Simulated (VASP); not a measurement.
BaHgI4:

```
Ba Hg I
1.0
     0.00000    4.83161    4.83161
     4.83161    0.00000    4.83161
     4.83161    4.83161    0.00000
Ba Hg I
1 1 4
Direct
  0.00000 0.00000 0.00000
  0.75000 0.75000 0.75000
  0.87064 0.37645 0.37645
  0.37645 0.37645 0.37645
  0.37645 0.37645 0.87064
  0.37645 0.87064 0.37645
```

The cell was generated, and may not be a known phase.

| Quantity | Value |
| --- | --- |
| Program | VASP 6.6.1 |
| Task | relaxation of cell and atoms |
| Functional | PBE |
| Potentials or basis | VASP PAW PBE potentials, release 64 (Ba_sv, Hg, I) |
| Cutoff | 600 eV |
| k mesh | 2 × 2 × 2 |
| Occupations | gaussian, width 0.15 eV |
| Spin | no spin polarisation |

At the start: pressure 3.5 GPa; volume 37.60 Å³/atom.

How do energy, volume and symmetry change on relaxing?

Over 3 steps the energy falls by 59.7 meV/atom and the volume is 43.75 Å³/atom (+16.4 %); space group F-43m (No. 216, to 0.1 Å) before and after.

Step by step:
| step | energy change (eV) | largest force (eV/Å) | pressure (GPa) | volume (Å³) |
| --- | --- | --- | --- | --- |
| 1 | 0.0000 | 0.3979 | 3.54 | 225.58 |
| 2 | -0.3455 | 0.0954 | 0.51 | 253.79 |
| 3 | -0.3579 | 0.0409 | -0.09 | 262.50 |

Final structure:
```xyz
6
Lattice="0.0000 5.0820 5.0820 5.0820 0.0000 5.0820 5.0820 5.0820 0.0000" Properties=species:S:1:pos:R:3 pbc="T T T"
Ba    0.0000    0.0000    0.0000
Hg    7.6230    7.6230    7.6230
I     3.8113    6.3527    6.3527
I     3.8113    3.8113    3.8113
I     6.3527    6.3527    3.8113
I     6.3527    3.8113    6.3527
```

Caveat: the k points lie up to 0.54 Å⁻¹ apart in the final cell; the volume moved by over 15 % at a fixed basis, so the end points are rough; the relaxation stopped at a loose force limit of 0.08 eV/Å, so its end isn't a converged minimum.
